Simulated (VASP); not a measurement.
# BiTe (R-3m) in VASP: a series of runs

Runs on BiTe. Level: LDA. Tasks: single point.

All numbers are computed with VASP 6.6.1; they aren't measurements. Logs are shortened: lines on timing, memory, paths and dates and some standing lists are left out, and cuts for length are marked.

### 1 The cell of the first run

It takes space group R-3m (No. 166, trigonal). Conventional cell: a = 4.747 Å, b = 4.747 Å, c = 9.749 Å, α = 90.00°, β = 90.00°, γ = 120.00°. Within 4.2 Å of Bi (site symmetry -3m) lie 6 Te at 3.19 Å. Te (site symmetry -3m) has 6 Bi at 3.19 Å within 4.2 Å.

### 2 Single point, LDA

INCAR

```
PREC = Accurate
ENCUT = 520
EDIFF = 1E-6
ISMEAR = -1
SIGMA = 0.05
LREAL = False
LASPH = True
NELM = 80
ALGO = Normal
ISIF = 2
LWAVE = False
LCHARG = True
GGA = CA
LELF = True
LVHAR = True
NBANDS = 18
```

KPOINTS

```
regular mesh
0
Gamma
  7 7 7
```

POSCAR

```
BiTe
1.0
    2.3732508797      1.3701970343      3.2495731172
   -2.3732508797      1.3701970343      3.2495731172
    0.0000000000     -2.7403940685      3.2495731172
Bi Te
1 1
Direct
    0.5000000000      0.5000000000      0.5000000000
    0.0000000000      0.0000000000      0.0000000000
```

Potentials or basis: VASP PAW LDA potentials, release 64 (Bi_d, Te).

Started as:

```
> cat potpaw_LDA.64/Bi_d/POTCAR potpaw_LDA.64/Te/POTCAR > POTCAR
> mpirun -np 1 vasp_std > vasp.out
```

OUTCAR:

```text
PREC = Accurate
   ENCUT = 520
   EDIFF = 1E-6
   ISMEAR = -1
   LREAL = False
   LASPH = True
   NELM = 80
   ISIF = 2
   GGA = CA

 ion  position               nearest neighbor table
   1  0.500  0.500  0.500-   2 3.19   2 3.19   2 3.19   2 3.19   2 3.19   2 3.19
   2  0.000  0.000  0.000-   1 3.19   1 3.19   1 3.19   1 3.19   1 3.19   1 3.19

  LATTYP: Found a trigonal (rhomboedric) cell.
 ALAT       =     4.2508216964
 COS(alpha) =     0.3765932224

  Lattice vectors:

 A1 = (   2.3732508797,   1.3701970343,   3.2495731172)
 A2 = (  -2.3732508797,   1.3701970343,   3.2495731172)
 A3 = (   0.0000000000,  -2.7403940685,   3.2495731172)

Analysis of symmetry for initial positions (statically):
=====================================================================
 Subroutine PRICEL returns:
 Original cell was already a primitive cell.

 Routine SETGRP: Setting up the symmetry group for a
 trigonal (rhombohedral) supercell.

 Subroutine GETGRP returns: Found 12 space group operations
 (whereof 12 operations were pure point group operations)
 out of a pool of 12 trial point group operations.

The static configuration has the point symmetry D_3d.

Analysis of symmetry for dynamics (positions and initial velocities):
=====================================================================
 Subroutine PRICEL returns:
 Original cell was already a primitive cell.

 Routine SETGRP: Setting up the symmetry group for a
 trigonal (rhombohedral) supercell.

 Subroutine GETGRP returns: Found 12 space group operations
 (whereof 12 operations were pure point group operations)
 out of a pool of 12 trial point group operations.

The dynamic configuration has the point symmetry D_3d.

 Subroutine INISYM returns: Found 12 space group operations
 (whereof 12 operations are pure point group operations),
 and found     1 'primitive' translations

----------------------------------------------------------------------------------------

                                     Primitive cell

  volume of cell :      63.4022

  direct lattice vectors                    reciprocal lattice vectors
     2.373250880  1.370197034  3.249573117     0.210681477  0.121637007  0.102577576
    -2.373250880  1.370197034  3.249573117    -0.210681477  0.121637007  0.102577576
     0.000000000 -2.740394069  3.249573117     0.000000000 -0.243274015  0.102577576

  length of vectors
     4.250821696  4.250821696  4.250821696     0.264015919  0.264015919  0.264015919

  position of ions in fractional coordinates (direct lattice)
     0.500000000  0.500000000  0.500000000
     0.000000000  0.000000000  0.000000000

  ion indices of the primitive-cell ions
   primitive index   ion index
                 1           1
                 2           2

----------------------------------------------------------------------------------------

 KPOINTS: regular mesh

Automatic generation of k-mesh.
 Grid dimensions read from file:
 generate k-points for:    7    7    7

 Generating k-lattice:

  Cartesian coordinates                     Fractional coordinates (reciprocal lattice)
     0.030097354  0.017376715  0.014653939     0.142857143  0.000000000  0.000000000
    -0.030097354  0.017376715  0.014653939     0.000000000  0.142857143  0.000000000
     0.000000000 -0.034753431  0.014653939     0.000000000  0.000000000  0.142857143

  Length of vectors
     0.037716560  0.037716560  0.037716560

  Shift w.r.t. Gamma in fractional coordinates (k-lattice)
     0.000000000  0.000000000  0.000000000

 Subroutine IBZKPT returns following result:
 ===========================================

 Found     44 irreducible k-points:

 Following reciprocal coordinates:
            Coordinates               Weight
  0.000000  0.000000  0.000000      1.000000
  0.142857  0.000000 -0.000000      6.000000
  0.285714  0.000000 -0.000000      6.000000
  0.428571 -0.000000 -0.000000      6.000000
  0.142857  0.142857 -0.000000      6.000000
  0.285714  0.142857  0.000000     12.000000
[... 16 lines left out ...]
  0.285714  0.285714  0.142857      6.000000
  0.428571  0.285714  0.142857     12.000000
 [... further k-points ...]
   k-points           NKPTS =     44   k-points in BZ     NKDIM =     44   number of bands    NBANDS=     18
   number of dos      NEDOS =    301   number of ions     NIONS =      2
   total plane-waves  NPLWV =  32768
   dimension x,y,z NGX =    32 NGY =   32 NGZ =   32
   dimension x,y,z NGXF=    64 NGYF=   64 NGZF=   64
   ions per type =               1   1
   NGX,Y,Z   is equivalent  to a cutoff of  12.51, 12.51, 12.51 a.u.
   NGXF,Y,Z  is equivalent  to a cutoff of  25.03, 25.03, 25.03 a.u.
 SYSTEM =  unknown system
   PREC   = accura    normal or accurate (medium, high low for compatibility)
   ISTART =      0    job   : 0-new  1-cont  2-samecut
   ICHARG =      2    charge: 1-file 2-atom 10-const
   ISPIN  =      1    spin polarized calculation?
   LNONCOLLINEAR =      F non collinear calculations
   LSORBIT =      F    spin-orbit coupling
   LASPH  =      T    aspherical Exc in radial PAW
   ENCUT  =  520.0 eV  38.22 Ry    6.18 a.u.   7.90  7.90  7.90*2*pi/ulx,y,z
   NELM   =     80;   NELMIN=  2; NELMDL= -5     # of ELM steps
   EDIFF  = 0.1E-05   stopping-criterion for ELM
   LREAL  =      F    real-space projection
   EDIFFG = 0.1E-04   stopping-criterion for IOM
   NSW    =      0    number of steps for IOM
   IBRION =     -1    ionic relax: 0-MD 1-quasi-New 2-CG
   NFREE  =      0    steps in history (QN), initial steepest desc. (CG)
   ISIF   =      2    stress and relaxation
   ISYM   =      2    0-nonsym 1-usesym 2-fastsym
   POTIM  = 0.5000    time-step for ionic-motion
   TEBEG  =    0.0;   TEEND  =   0.0 temperature during run
   PSTRESS=    0.0 pullay stress
   NELECT =      21.0000    total number of electrons
   NUPDOWN=      -1.0000    fix difference up-down
   EMIN   =  10.00;   EMAX   =-10.00  energy-range for DOS
   EFERMI =   0.00;   METHOD = LEGACY
   ISMEAR =    -1;   SIGMA  =   0.05  broadening in eV -4-tet -1-fermi 0-gaus
   EFERMI_NEDOS =   21; number of points for ismear=-14 and -15
   IALGO  =     38    algorithm
   IMIX   =      4    mixing-type and parameters
     AMIX     =   0.40;   BMIX     =  1.00
     AMIX_MAG =   1.60;   BMIX_MAG =  1.00
  volume/ion in A,a.u.               =      31.70       213.93
  Fermi-wavevector in a.u.,A,eV,Ry     =   1.132696  2.140484 17.456263  1.282999
  Thomas-Fermi vector in A             =   2.269397
   LORBIT       =      0    0 simple, 1 ext, 2 COOP (PROOUT), +10 PAW based schemes
   GGA     = CA    functional components
   LHFCALC =     F    Hartree Fock is set to
   AEXX    =    0.0000 exact exchange contribution
   IVDW    =     0    specifies the selected vdW correction
   LEPSILON=     F    determine dielectric tensor
   LRPA    =     F    only Hartree local field effects (RPA)
 non-spin polarized calculation
  energy-cutoff  :      520.00
  volume of cell :       63.40
 maximum number of plane-waves:      1728
   NGX = 15   NGY = 15   NGZ = 15

 number of electron      21.0000008 magnetization

 Free energy of the ion-electron system (eV)
  ---------------------------------------------------
  ext. energy  EPLUGINS =         0.00000000
  ---------------------------------------------------
  free energy    TOTEN  =        -8.52698056 eV

  energy without entropy =       -8.51432247  energy(sigma->0) =       -8.52065152

 E-fermi :   7.2374     XC(G=0):  -9.9855

 val. band max:        7.2307875816   @ k =   0.2857   0.2857   0.2857
 cond. band min:       7.2539541146   @ k =  -0.4286   0.2857   0.2857
 fundamental gap:      0.0231665330
 Fermi energy:         7.2373520429

 k-point     1 :       0.0000    0.0000    0.0000
  band No.  band energies     occupation
      1     -15.9492      2.00000
      2     -15.9492      2.00000
      3     -15.9353      2.00000
      4     -15.9353      2.00000
      5     -15.9122      2.00000
      6      -6.6952      2.00000
[... 10 lines left out ...]
     17      13.9879      0.00000
     18      14.0945      0.00000

 k-point     2 :       0.1429    0.0000   -0.0000
  band No.  band energies     occupation
      1     -15.9495      2.00000
      2     -15.9490      2.00000
      3     -15.9364      2.00000
      4     -15.9332      2.00000
      5     -15.9117      2.00000
      6      -6.5077      2.00000
[... 10 lines left out ...]
     17      14.7809      0.00000
     18      15.0596      0.00000

 k-point     3 :       0.2857    0.0000   -0.0000
  band No.  band energies     occupation
      1     -15.9505      2.00000
      2     -15.9495      2.00000
      3     -15.9378      2.00000
      4     -15.9288      2.00000
      5     -15.9097      2.00000
      6      -5.9535      2.00000
[... 10 lines left out ...]
     17      16.2032      0.00000
     18      16.9775      0.00000

 k-point     4 :       0.4286   -0.0000   -0.0000
  band No.  band energies     occupation
      1     -15.9514      2.00000
      2     -15.9508      2.00000
      3     -15.9380      2.00000
      4     -15.9263      2.00000
      5     -15.9071      2.00000
      6      -5.0671      2.00000
[... 10 lines left out ...]
     17      15.7532      0.00000
     18      17.1678      0.00000

 k-point     5 :       0.1429    0.1429   -0.0000
  band No.  band energies     occupation
      1     -15.9513      2.00000
      2     -15.9484      2.00000
      3     -15.9358      2.00000
      4     -15.9313      2.00000
      5     -15.9119      2.00000
      6      -6.4311      2.00000
[... 10 lines left out ...]
     17      14.2253      0.00000
     18      14.4823      0.00000

 k-point     6 :       0.2857    0.1429    0.0000
  band No.  band energies     occupation
      1     -15.9534      2.00000
      2     -15.9484      2.00000
      3     -15.9366      2.00000
      4     -15.9268      2.00000
      5     -15.9104      2.00000
      6      -5.9938      2.00000
[... 307 lines left out ...]
 k-point    21 :      -0.2857    0.1429    0.1429
  band No.  band energies     occupation
      1     -15.9538      2.00000
      2     -15.9484      2.00000
      3     -15.9333      2.00000
      4     -15.9286      2.00000
      5     -15.9096      2.00000
      6      -5.3004      2.00000
[... 10 lines left out ...]
     17      15.7496      0.00000
     18      15.7624      0.00000

 k-point    22 :      -0.1429    0.1429    0.1429
  band No.  band energies     occupation
      1     -15.9526      2.00000
      2     -15.9470      2.00000
      3     -15.9341      2.00000
      4     -15.9323      2.00000
      5     -15.9107      2.00000
      6      -6.0384      2.00000
[... 10 lines left out ...]
     17      15.0310      0.00000
     18      15.3641      0.00000

 k-point    23 :       0.2857    0.2857    0.1429
  band No.  band energies     occupation
      1     -15.9560      2.00000
      2     -15.9509      2.00000
      3     -15.9312      2.00000
      4     -15.9219      2.00000
      5     -15.9125      2.00000
      6      -5.9016      2.00000
[... 10 lines left out ...]
     17      16.3229      0.00000
     18      16.4073      0.00000

 k-point    24 :       0.4286    0.2857    0.1429
  band No.  band energies     occupation
      1     -15.9583      2.00000
      2     -15.9510      2.00000
      3     -15.9315      2.00000
      4     -15.9190      2.00000
      5     -15.9104      2.00000
      6      -5.3640      2.00000
[... 10 lines left out ...]
     17      16.4246      0.00000
     18      17.7963      0.00000

 [... further k-points ...]
[... 5 lines left out ...]
  --------------------------------------------------------------------------------------
  -------------------------------------------------------------------------------------
  Total       -0.0697054     -0.0697054     -0.2504177     -0.0000000     -0.0000000      0.0000000
  in kB       -1.7614593     -1.7614593     -6.3280706     -0.0000000     -0.0000000      0.0000000
  external PRESSURE =      -3.2836631 kB  Pullay stress =       0.0000000 kB

 VOLUME and BASIS-vectors are now :
 -----------------------------------------------------------------------------
  energy-cutoff  :      520.00
  volume of cell :       63.40
      direct lattice vectors                 reciprocal lattice vectors
     2.373250880  1.370197034  3.249573117     0.210681477  0.121637007  0.102577576
    -2.373250880  1.370197034  3.249573117    -0.210681477  0.121637007  0.102577576
     0.000000000 -2.740394069  3.249573117     0.000000000 -0.243274015  0.102577576

 POSITION                                       TOTAL-FORCE (eV/Angst)
 -----------------------------------------------------------------------------------
      0.00000      0.00000      4.87436         0.000000      0.000000      0.000000
      0.00000      0.00000      0.00000        -0.000000     -0.000000     -0.000000
 -----------------------------------------------------------------------------------
    total drift:                               -0.000000      0.000000     -0.000000

  FREE ENERGIE OF THE ION-ELECTRON SYSTEM (eV)
  ---------------------------------------------------
  free  energy   TOTEN  =        -8.5269805626 eV

  energy  without entropy=       -8.5143224710  energy(sigma->0) =       -8.52065152
```

Run time: 27 s. Hardware: 1 thread of Intel Xeon Platinum 8488C (Sapphire Rapids), shared host; peak memory 0.18 GiB.

What came out:

| Property | Result |
| --- | --- |
| Free energy | -8.5270 eV |
| Pressure | -0.3 GPa |

Caveat: spin-orbit coupling is left out, which moves the levels of the heavy elements.

### 3 Single point, LDA

This run uses another cell than the first one, of 32.38 Å³/atom, 1.021 times its volume.

INCAR

```
SYSTEM = BiTe
PREC     = Accurate       ! precision mode
ENCUT    = 520            ! plane-wave cutoff, eV
EDIFF    = 1E-6           ! SCF threshold, eV
ISMEAR   = -1             ! smearing method
SIGMA    = 0.05           ! smearing width, eV
LREAL    = .False.        ! projectors in reciprocal space
LASPH    = .True.         ! aspherical terms in the spheres
NELM     = 60             ! most SCF steps
ALGO     = Normal         ! electronic algorithm
ISIF     = 2              ! what is computed and relaxed
LWAVE    = .False.        ! write WAVECAR
LCHARG   = .True.         ! write CHGCAR
LELF     = .True.         ! ELF
LVHAR    = .True.       
NBANDS   = 18             ! bands
```

KPOINTS

```
Automatic mesh
0
Gamma
  7 7 7
  0 0 0
```

POSCAR

```
BiTe
1.0
    2.3899644647      1.3798466271      3.2724581889
   -2.3899644647      1.3798466271      3.2724581889
    0.0000000000     -2.7596932542      3.2724581889
Bi Te
1 1
Direct
    0.5000000000      0.5000000000      0.5000000000
    0.0000000000      0.0000000000      0.0000000000
```

Potentials or basis: VASP PAW LDA potentials, release 64 (Bi_d, Te).

Started as:

```
> cat potpaw_LDA.64/Bi_d/POTCAR potpaw_LDA.64/Te/POTCAR > POTCAR
> mpirun -np 1 vasp_std > vasp.out
```

Run time: 27 s. Hardware: 1 thread of Intel Xeon Platinum 8488C (Sapphire Rapids), shared host; peak memory 0.18 GiB.

Results (log left out):

```yaml
Free_energy: -8.5199 eV
Pressure: -1.5 GPa
```

Stress tensor (GPa, compression positive):
```
-1.44  0.00  0.00
 0.00 -1.44  0.00
 0.00  0.00 -1.54
```

Levels at points of the mesh, in eV from the Fermi level:
| k point | band 8 | band 9 | band 10 | band 11 | band 12 | band 13 |
| --- | --- | --- | --- | --- | --- | --- |
| (0.00, 0.00, 0.00) | -3.02 | -3.02 | -1.65 | 1.94 | 2.57 | 2.57 |

Caveat: spin-orbit coupling is left out, which moves the levels of the heavy elements.
